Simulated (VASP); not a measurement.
# LaHfO (P-6m2) in VASP: single point with PBE

Aim: the single point of LaHfO with PBE.

Everything below comes from runs of VASP 6.6.1. Logs are shortened: lines on timing, memory, paths and dates and some standing lists are left out, and cuts for length are marked.

**1. The cell of the first run**

It takes space group P-6m2 (No. 187, hexagonal). The conventional cell has a = 3.623 Å, b = 3.623 Å, c = 5.747 Å, α = 90.00°, β = 90.00°, γ = 120.00°. La (site symmetry -6m2) has 2 O at 2.87 Å and 6 Hf at 3.55 Å and 6 La at 3.62 Å within 3.8 Å. Hf (site symmetry -6m2) has 3 O at 2.09 Å within 2.8 Å. O (site symmetry -6m2) has 3 Hf at 2.09 Å and 2 La at 2.87 Å within 2.9 Å.

**2. Single point, PBE**

Input file INCAR:

```
  PREC = Accurate
  ENCUT = 520
  EDIFF = 1E-6
  ISMEAR = 0
  SIGMA = 0.1
  LREAL = F
  LASPH = T
  NELM = 80
  ALGO = Normal
  ISIF = 2
  LWAVE = F
  LCHARG = T
  GGA = PE
  LELF = T
  LVHAR = T
  NBANDS = 20
```

Input file KPOINTS:

```
Automatic mesh
0
Gamma
  12 12 6
```

Input file POSCAR:

```
LaHfO
1.0
    3.6229423288      0.0000000000      0.0000000000
   -1.8114711644      3.1375600932      0.0000000000
    0.0000000000      0.0000000000      5.7470384905
La Hf O
1 1 1
Direct
    0.6666666667      0.3333333333      0.5000000000
    0.3333333333      0.6666666667      0.0000000000
    0.6666666667      0.3333333333      0.0000000000
```

Potentials or basis: VASP PAW PBE potentials, release 64 (La, Hf_pv, O).

Command:

```sh
> cat potpaw_PBE.64/La/POTCAR potpaw_PBE.64/Hf_pv/POTCAR potpaw_PBE.64/O/POTCAR > POTCAR
> mpirun -np 1 vasp_std > vasp.out
```

OUTCAR:

```text
PREC = Accurate
   ENCUT = 520
   EDIFF = 1E-6
   ISMEAR = 0
   LREAL = F
   LASPH = T
   NELM = 80
   ISIF = 2
   GGA = PE

 ion  position               nearest neighbor table
   1  0.667  0.333  0.500-   2 3.55   2 3.55   2 3.55   2 3.55   2 3.55   2 3.55
   2  0.333  0.667  0.000-   3 2.09   3 2.09   3 2.09   1 3.55   1 3.55   1 3.55   1 3.55   1 3.55
                             1 3.55
   3  0.667  0.333  0.000-   2 2.09   2 2.09   2 2.09

  LATTYP: Found a hexagonal cell.
 ALAT       =     3.6229423288
 C/A-ratio  =     1.5862903599

  Lattice vectors:

 A1 = (   3.6229423288,   0.0000000000,   0.0000000000)
 A2 = (  -1.8114711644,   3.1375600932,   0.0000000000)
 A3 = (   0.0000000000,   0.0000000000,   5.7470384905)

Analysis of symmetry for initial positions (statically):
=====================================================================
 Subroutine PRICEL returns:
 Original cell was already a primitive cell.

 Routine SETGRP: Setting up the symmetry group for a
 hexagonal supercell.

 Subroutine GETGRP returns: Found 12 space group operations
 (whereof 12 operations were pure point group operations)
 out of a pool of 24 trial point group operations.

The static configuration has the point symmetry D_3h.

Analysis of symmetry for dynamics (positions and initial velocities):
=====================================================================
 Subroutine PRICEL returns:
 Original cell was already a primitive cell.

 Routine SETGRP: Setting up the symmetry group for a
 hexagonal supercell.

 Subroutine GETGRP returns: Found 12 space group operations
 (whereof 12 operations were pure point group operations)
 out of a pool of 24 trial point group operations.

The dynamic configuration has the point symmetry D_3h.

 Subroutine INISYM returns: Found 12 space group operations
 (whereof 12 operations are pure point group operations),
 and found     1 'primitive' translations

----------------------------------------------------------------------------------------

                                     Primitive cell

  volume of cell :      65.3277

  direct lattice vectors                    reciprocal lattice vectors
     3.622942329  0.000000000  0.000000000     0.276018746  0.159359498  0.000000000
    -1.811471164  3.137560093  0.000000000     0.000000000  0.318718995  0.000000000
[... 85 lines left out ...]
   ENCUT  =  520.0 eV  38.22 Ry    6.18 a.u.   6.74  6.74 10.69*2*pi/ulx,y,z
   NELM   =     80;   NELMIN=  2; NELMDL= -5     # of ELM steps
   EDIFF  = 0.1E-05   stopping-criterion for ELM
   LREAL  =      F    real-space projection
   EDIFFG = 0.1E-04   stopping-criterion for IOM
   NSW    =      0    number of steps for IOM
   IBRION =     -1    ionic relax: 0-MD 1-quasi-New 2-CG
   NFREE  =      0    steps in history (QN), initial steepest desc. (CG)
   ISIF   =      2    stress and relaxation
   ISYM   =      2    0-nonsym 1-usesym 2-fastsym
   POTIM  = 0.5000    time-step for ionic-motion
   TEBEG  =    0.0;   TEEND  =   0.0 temperature during run
   PSTRESS=    0.0 pullay stress
   NELECT =      27.0000    total number of electrons
   NUPDOWN=      -1.0000    fix difference up-down
   EMIN   =  10.00;   EMAX   =-10.00  energy-range for DOS
   EFERMI =   0.00;   METHOD = LEGACY
   ISMEAR =     0;   SIGMA  =   0.10  broadening in eV -4-tet -1-fermi 0-gaus
   EFERMI_NEDOS =   21; number of points for ismear=-14 and -15
   IALGO  =     38    algorithm
   IMIX   =      4    mixing-type and parameters
     AMIX     =   0.40;   BMIX     =  1.00
     AMIX_MAG =   1.60;   BMIX_MAG =  1.00
  volume/ion in A,a.u.               =      21.78       146.95
  Fermi-wavevector in a.u.,A,eV,Ry     =   1.219449  2.304424 20.232616  1.487055
  Thomas-Fermi vector in A             =   2.354700
   LORBIT       =      0    0 simple, 1 ext, 2 COOP (PROOUT), +10 PAW based schemes
   GGA     = PE    functional components
   LHFCALC =     F    Hartree Fock is set to
   AEXX    =    0.0000 exact exchange contribution
   IVDW    =     0    specifies the selected vdW correction
   LEPSILON=     F    determine dielectric tensor
   LRPA    =     F    only Hartree local field effects (RPA)
 non-spin polarized calculation
 Gauss-broadening in eV      SIGMA  =   0.10
  energy-cutoff  :      520.00
  volume of cell :       65.33
 maximum number of plane-waves:      1785
 NGX is ok and might be reduce to    28
   NGX = 13   NGY = 13   NGZ = 21

 number of electron      27.0000004 magnetization

 Free energy of the ion-electron system (eV)
  ---------------------------------------------------
  ext. energy  EPLUGINS =         0.00000000
  ---------------------------------------------------
  free energy    TOTEN  =       -24.72581691 eV

  energy without entropy =      -24.71383422  energy(sigma->0) =      -24.71982556

 E-fermi :   7.1501     XC(G=0): -10.4299

 val. band max:        7.1482175211   @ k =   0.1667   0.1667   0.3333
 cond. band min:       7.1538103384   @ k =   0.1667   0.0000   0.1667
 fundamental gap:      0.0055928173
 Fermi energy:         7.1500543212

 k-point     1 :       0.0000    0.0000    0.0000
  band No.  band energies     occupation
      1     -25.5558      2.00000
      2     -24.5626      2.00000
      3     -24.5626      2.00000
      4     -24.4291      2.00000
      5     -13.6843      2.00000
      6      -9.4998      2.00000
[... 541 lines left out ...]
     19       9.2802      0.00000
     20       9.4712      0.00000

 [... further k-points ...]

------------------------ aborting loop because EDIFF is reached ----------------------------------------

  FORCE on cell =-STRESS in cart. coord.  units (eV):
  Direction    XX          YY          ZZ          XY          YZ          ZX
  --------------------------------------------------------------------------------------
  -------------------------------------------------------------------------------------
  Total       -0.3695281     -0.3695281     -0.1322703      0.0000000     -0.0000000     -0.0000000
  in kB       -9.0627605     -9.0627605     -3.2439587      0.0000000     -0.0000000     -0.0000000
  external PRESSURE =      -7.1231599 kB  Pullay stress =       0.0000000 kB

 VOLUME and BASIS-vectors are now :
 -----------------------------------------------------------------------------
  energy-cutoff  :      520.00
  volume of cell :       65.33
      direct lattice vectors                 reciprocal lattice vectors
     3.622942329  0.000000000  0.000000000     0.276018746  0.159359498  0.000000000
    -1.811471164  3.137560093  0.000000000     0.000000000  0.318718995  0.000000000
     0.000000000  0.000000000  5.747038490     0.000000000  0.000000000  0.174002663

 POSITION                                       TOTAL-FORCE (eV/Angst)
 -----------------------------------------------------------------------------------
      1.81147      1.04585      2.87352        -0.000000     -0.000000      0.000000
     -0.00000      2.09171      0.00000        -0.000000      0.000000      0.000000
      1.81147      1.04585      0.00000         0.000000     -0.000000      0.000000
 -----------------------------------------------------------------------------------
    total drift:                               -0.000000      0.000000      0.000000

  FREE ENERGIE OF THE ION-ELECTRON SYSTEM (eV)
  ---------------------------------------------------
  free  energy   TOTEN  =       -24.7258169056 eV

  energy  without entropy=      -24.7138342188  energy(sigma->0) =      -24.71982556
```

stdout:

```text
POSCAR found type information on POSCAR LaHfO
 POSCAR found :  3 types and       3 ions
 scaLAPACK will be used
 LDA part: xc-table for (Slater+PW92), standard interpolation
 POSCAR, INCAR and KPOINTS ok, starting setup
 FFT: planning ... GRIDC
 FFT: planning ... GRID_SOFT
 FFT: planning ... GRID
 WAVECAR not read
 entering main loop
```

It took 53 s on 1 thread of Intel Xeon 6975P-C (Granite Rapids), shared host; peak memory 0.28 GiB.

Results:

- Free energy: -24.7258 eV
- Pressure: -0.7 GPa
- Band gap on the k mesh: zero (an odd number of electrons rules out a gap without spin polarisation)

Stress tensor (GPa, compression positive):
```
-0.91  0.00  0.00
 0.00 -0.91  0.00
 0.00  0.00 -0.32
```

Caveat: spin-orbit coupling is left out, which moves the levels of the heavy elements; an odd number of electrons without spin polarisation forces a metal; a magnetic or distorted state may lie lower.
